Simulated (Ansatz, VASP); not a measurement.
## Two plane-wave programs on SnSe2

The input INCAR:

```
ALGO = Normal
EDIFF = 1E-7
ENCUT = 520
GGA = PE
ISIF = 2
ISMEAR = 0
LASPH = True
LCHARG = True
LELF = True
LREAL = False
LVHAR = True
LWAVE = False
NBANDS = 20
NELM = 100
PREC = Accurate
SIGMA = 0.01
```

KPOINTS

```
k-points
0
Gamma
  6 6 4
```

File POSCAR:

```
SnSe2
1.0
    3.8110000000      0.0000000000      0.0000000000
   -1.9055000000      3.3004200000      0.0000000000
    0.0000000000      0.0000000000      6.1360000000
Sn Se
1 2
Direct
    0.0000000000      0.0000000000      0.0000000000
    0.3333333333      0.6666666667      0.2490000000
    0.6628792699      0.3257585398      0.7510000000
```

Input for Ansatz:

```yaml
crystal:
  lattice:
    - [3.811, 0.0, 0.0]
    - [-1.9055, 3.30042, 0.0]
    - [0.0, 0.0, 6.136]
  atoms:
    - { symbol: Sn, position: [0.0, 0.0, 0.0] }
    - { symbol: Se, position: [0.3333333333333333, 0.6666666666666666, 0.249] }
    - { symbol: Se, position: [0.6628792699111021, 0.32575853982220443, 0.751] }
kpoints:
  mp_grid:
    grid: [6, 6, 4]
hamiltonian:
  xc: pbe
  pseudopotentials:
    kind: paw
scf:
  occupations:
    method: fixed
output:
  forces: true
```

Alike in both runs: task single point; functional PBE; k mesh 6 × 6 × 4; no spin polarisation.

|  | VASP | Ansatz |
| --- | --- | --- |
| version | VASP 6.6.1 | Ansatz 0.2.0 |
| potentials or method | VASP PAW PBE potentials, release 64 (Sn_d, Se) | plane waves, PAW |
| plane-wave cutoff (eV) | 520 | 420 |
| occupations | gaussian, width 0.01 eV | fixed |
| valence electrons in the cell | 26 | 46 |

Ansatz gave:

| Item | Value |
| --- | --- |
| rms of the force components (eV/Å) | 0.371 |

Estimate VASP's values.

rms of the force components (eV/Å): 0.379.

Atom by atom the forces differ by 0.008 eV/Å (rms over components). VASP's potentials hold 26 valence electrons a cell and Ansatz's 46, so a difference there can come from the potentials and not from the codes.
